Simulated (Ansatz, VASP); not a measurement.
**AlN: VASP beside Ansatz**

INCAR

```
SYSTEM = AlN
PREC = Accurate ; ENCUT = 520
EDIFF = 1E-6 ; ISMEAR = 0
SIGMA = 0.05 ; LREAL = .FALSE.
LASPH = .TRUE. ; NELM = 100
ALGO = Normal ; ISIF = 2
LWAVE = .FALSE. ; LCHARG = .FALSE.
NBANDS = 16
```

The input KPOINTS:

```
regular mesh
0
G
  8 8 6
  0 0 0
```

POSCAR

```
AlN
1.0
    0.0000000000     -1.9553821214     -1.9553821214
    0.0000000000      1.9553821214     -1.9553821214
    3.9107642427      0.0000000000      0.0000000000
Al N
2 2
Direct
    0.5055845862      0.4944154138      0.0000000000
   -0.0055845862      0.0055845862      0.5000000000
    0.4977127899      0.5022872101      0.5000000000
    0.0022872101      0.9977127899      0.0000000000
```

Input for Ansatz:

```yaml
crystal:
  lattice:
    - [0.0, -1.9553821214, -1.9553821214]
    - [0.0, 1.9553821214, -1.9553821214]
    - [3.9107642427, 0.0, 0.0]
  atoms:
    - { symbol: Al, position: [0.5055845862, 0.4944154138, 0.0] }
    - { symbol: Al, position: [-0.0055845862, 0.0055845862, 0.5] }
    - { symbol: "N", position: [0.4977127899, 0.5022872101, 0.5] }
    - { symbol: "N", position: [0.0022872101, 0.9977127899, 0.0] }
basis:
  ecutwfc: 520.0
kpoints:
  mp_grid: { grid: [8, 8, 6] }
hamiltonian:
  xc: lda
scf:
  occupations: { method: gaussian, width: 0.05 }
output:
  forces: true
  stress: true
  eigenvalues: true
```

Change from the starting cell: mode 4 frozen in at -0.022 Å, equal normal strain along x, y and z -0.0250.

Alike in both runs: task single point; functional LDA; k mesh 8 × 8 × 6; occupations gaussian, width 0.05 eV; no spin polarisation.

|  | VASP | Ansatz |
| --- | --- | --- |
| version | VASP 6.6.1 | Ansatz 0.2.0 |
| potentials or method | VASP PAW LDA potentials, release 64 (Al, N), cutoff 520 eV | scalar-relativistic, plane waves, PAW |
| valence electrons in the cell | 16 | 16 |

VASP gave:

```
gap on the k mesh at the Fermi level (eV)                     : 4.99
least direct gap on the mesh (eV)                             : 4.99
pressure (GPa)                                                : 25.4
traceless stress, the component that is largest in VASP (GPa) : -0.09
rms of the force components (eV/Å)                            : 0.125
```

Task: Which values does Ansatz return?

Result: gap on the k mesh at the Fermi level (eV): 4.99; least direct gap on the mesh (eV): 5.00; pressure (GPa): 24.4; traceless stress, the component that is largest in VASP (GPa): -0.09; rms of the force components (eV/Å): 0.124.

LDA's correlation is that of Perdew and Zunger in VASP and of Perdew and Wang (1992) in Ansatz. Atom by atom the forces differ by 0.003 eV/Å (rms over components).
